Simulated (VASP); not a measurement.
# CdS (P6_3/mmc) in VASP: settings compared, part 2 of 2

VASP 6.6.1.

### 4 Relaxation of cell and atoms, LDA

This run uses another cell than the first one, of 24.80 Å³/atom.

File INCAR:

```
PREC = Accurate
ENCUT = 600
EDIFF = 1E-6
ISMEAR = -1
SIGMA = 0.02
LREAL = False
LASPH = True
NELM = 80
ALGO = Normal
ISIF = 3
LWAVE = False
LCHARG = False
GGA = CA
IBRION = 2
NSW = 80
EDIFFG = -0.005
```

File KPOINTS:

```
regular mesh
0
Gamma
  6 6 4
```

File POSCAR:

```
CdS
1.0
    4.4324862168      0.0000000000      0.0000000000
   -2.2162431084      3.8386456656      0.0000000000
    0.0000000000      0.0000000000      5.8308018859
Cd S
2 2
Direct
    0.3333333333      0.6666666667      0.2500000000
    0.6666666667      0.3333333333      0.7500000000
    0.6666666667      0.3333333333      0.2500000000
    0.3333333333      0.6666666667      0.7500000000
```

Potentials or basis: VASP PAW LDA potentials, release 64 (Cd, S).

Started as:

```
cat potpaw_LDA.64/Cd/POTCAR potpaw_LDA.64/S/POTCAR > POTCAR
mpirun -np 1 vasp_std > vasp.out
```

OUTCAR:

```text
PREC = Accurate
   ENCUT = 600
   EDIFF = 1E-6
   ISMEAR = -1
   LREAL = False
   LASPH = True
   NELM = 80
   ISIF = 3
   GGA = CA
   IBRION = 2
   NSW = 80
   EDIFFG = -0.005

 ion  position               nearest neighbor table
   1  0.333  0.667  0.250-   3 2.56   3 2.56   3 2.56   4 2.92   4 2.92
   2  0.667  0.333  0.750-   4 2.56   4 2.56   4 2.56   3 2.92   3 2.92
   3  0.667  0.333  0.250-   1 2.56   1 2.56   1 2.56   2 2.92   2 2.92
   4  0.333  0.667  0.750-   2 2.56   2 2.56   2 2.56   1 2.92   1 2.92

  LATTYP: Found a hexagonal cell.
 ALAT       =     4.4324862168
 C/A-ratio  =     1.3154698291

  Lattice vectors:

 A1 = (   4.4324862168,   0.0000000000,   0.0000000000)
 A2 = (  -2.2162431084,   3.8386456656,   0.0000000000)
 A3 = (   0.0000000000,   0.0000000000,   5.8308018859)

Analysis of symmetry for initial positions (statically):
=====================================================================
 Subroutine PRICEL returns:
[... 218 lines left out ...]
 fundamental gap:      0.9040615608
 Fermi energy:         2.5472763471

 k-point     1 :       0.0000    0.0000    0.0000
  band No.  band energies     occupation
      1     -10.8129      2.00000
      2      -9.9973      2.00000
      3      -6.0421      2.00000
      4      -6.0421      2.00000
      5      -6.0237      2.00000
      6      -6.0237      2.00000
[... 779 lines left out ...]
--------------------------------------- Ionic step        9  -------------------------------------------

 number of electron      36.0000007 magnetization

 Free energy of the ion-electron system (eV)
  ---------------------------------------------------
  ext. energy  EPLUGINS =         0.00000000
  ---------------------------------------------------
  free energy    TOTEN  =       -14.49535187 eV

  energy without entropy =      -14.49535187  energy(sigma->0) =      -14.49535187

 E-fermi :   2.2875     XC(G=0):  -9.9736

 val. band max:        1.9016940743   @ k =   0.3333   0.3333   0.5000
 cond. band min:       2.6401404085   @ k =   0.0000   0.0000   0.0000
 fundamental gap:      0.7384463342
 Fermi energy:         2.2875311968

 k-point     1 :       0.0000    0.0000    0.0000
  band No.  band energies     occupation
      1     -10.8747      2.00000
      2     -10.0700      2.00000
      3      -6.1543      2.00000
      4      -6.1543      2.00000
      5      -6.1371      2.00000
      6      -6.1371      2.00000
[... 545 lines left out ...]
  FREE ENERGIE OF THE ION-ELECTRON SYSTEM (eV)
  ---------------------------------------------------
  free  energy   TOTEN  =       -14.4953518712 eV

  energy  without entropy=      -14.4953518710  energy(sigma->0) =      -14.49535187

 reached required accuracy - stopping structural energy minimisation
```

OSZICAR:

```text
N       E                     dE             d eps       ncg     rms          rms(c)
DAV:   1     0.272019261399E+03    0.27202E+03   -0.19064E+04   924   0.168E+03
DAV:   2     0.131151766844E+01   -0.27071E+03   -0.26318E+03  1008   0.383E+02
DAV:   3    -0.152870467183E+02   -0.16599E+02   -0.16486E+02  1098   0.927E+01
[... 70 lines left out ...]
DAV:   1    -0.144955267501E+02   -0.18761E-03   -0.39573E-03  1014   0.732E-01    0.102E-01
DAV:   2    -0.144953701953E+02    0.15655E-03   -0.44181E-04   996   0.291E-01    0.364E-02
DAV:   3    -0.144953543914E+02    0.15804E-04   -0.50687E-05  1026   0.685E-02    0.312E-02
DAV:   4    -0.144953523140E+02    0.20774E-05   -0.30143E-06   756   0.169E-02    0.567E-03
DAV:   5    -0.144953518712E+02    0.44276E-06   -0.17675E-06   510   0.170E-02
   9 F= -.14495352E+02 E0= -.14495352E+02  d E =-.114312E-04
```

CONTCAR:

```text
CdS
   1.00000000000000
     4.3378499045003043    0.0000000000000000    0.0000000000000000
    -2.1689249522501521    3.7566882150327361    0.0000000000000000
     0.0000000000000000   -0.0000000000000000    5.6180844847006721
  Cd              S
     2     2
Direct
     0.3333333332999970    0.6666666667000030    0.2500000000000000
     0.6666666667000030    0.3333333332999970    0.7500000000000000
     0.6666666667000030    0.3333333332999970    0.2500000000000000
     0.3333333332999970    0.6666666667000030    0.7500000000000000

  0.00000000E+00  0.00000000E+00  0.00000000E+00
  0.00000000E+00  0.00000000E+00  0.00000000E+00
  0.00000000E+00  0.00000000E+00  0.00000000E+00
  0.00000000E+00  0.00000000E+00  0.00000000E+00
```

Wall time 93 s (1 thread of Intel Xeon 6975P-C (Granite Rapids), shared host); peak memory 0.23 GiB.

What came out:

```
Free energy                           : -14.4954 eV
Relaxed volume                        : 22.89 Å³/atom
Relaxed cell                          : a = 4.338 Å, b = 4.338 Å, c = 5.618 Å, α = 90.00°, β = 90.00°, γ = 120.00°
Space group after relaxing (to 0.1 Å) : P6_3/mmc (No. 194)
Energy gained by relaxing             : 30.4 meV/atom
Ionic steps                           : 9
Pressure after relaxing               : 0.0 GPa
Band gap on the k mesh                : 0.74 eV (least direct gap 1.04 eV)
```

The path:
```csv
step,energy change (eV),largest force (eV/Å),pressure (GPa),volume (Å³)
1,0.0000,0.0000,-4.74,99.21
2,-0.0967,0.0000,2.43,89.04
3,-0.1178,0.0000,-0.03,91.84
4,-0.1203,0.0000,0.01,91.70
5,-0.1217,0.0000,0.04,91.51
6,-0.1218,0.0000,0.07,91.47
7,-0.1218,0.0000,0.06,91.48
8,-0.1218,0.0000,-0.06,91.62
9,-0.1218,0.0000,0.00,91.55
```

Final structure:
```cif
data_structure
_symmetry_space_group_name_H-M 'P 1'
_symmetry_Int_Tables_number 1
_cell_length_a 4.3378
_cell_length_b 4.3378
_cell_length_c 5.6181
_cell_angle_alpha 90.000
_cell_angle_beta 90.000
_cell_angle_gamma 120.000
_cell_volume 91.55
loop_
_atom_site_label
_atom_site_type_symbol
_atom_site_fract_x
_atom_site_fract_y
_atom_site_fract_z
_atom_site_occupancy
Cd1 Cd 0.33333 0.66667 0.25000 1
Cd2 Cd 0.66667 0.33333 0.75000 1
S1 S 0.66667 0.33333 0.25000 1
S2 S 0.33333 0.66667 0.75000 1
```

A k mesh can miss the band edges.

### 5 Summary

| level | potentials or basis | cell | gap on the mesh (eV) | pressure (GPa) | relaxed volume (Å³/atom) |
| --- | --- | --- | --- | --- | --- |
| PBE | VASP PAW PBE potentials, release 64 (Cd, S) | relaxed from a = 4.170, b = 4.170, c = 5.213 Å, angles 90.0, 90.0, 120.0°, 4 atoms | 1.00 | 0.0 | 24.92 |
| PBEsol | VASP PAW PBE potentials, release 64 (Cd, S) | relaxed from a = 4.432, b = 4.432, c = 5.831 Å, angles 90.0, 90.0, 120.0°, 4 atoms | 0.86 | 0.0 | 23.65 |
| LDA | VASP PAW LDA potentials, release 64 (Cd, S) | relaxed from a = 4.432, b = 4.432, c = 5.831 Å, angles 90.0, 90.0, 120.0°, 4 atoms | 0.74 | 0.0 | 22.89 |

Alike in all rows: task relaxation of cell and atoms; no spin polarisation; k mesh 6 × 6 × 4; cutoff (eV) 600; smearing fermi-dirac 0.02 eV.

Caveats: the volume moved by over 15 % at a fixed basis, so the end points are rough (at least some runs); the PAW data sets were made with another functional, which shifts forces and pressure a little (at least some runs).

Absolute energies hang on the potentials; compare differences alone.
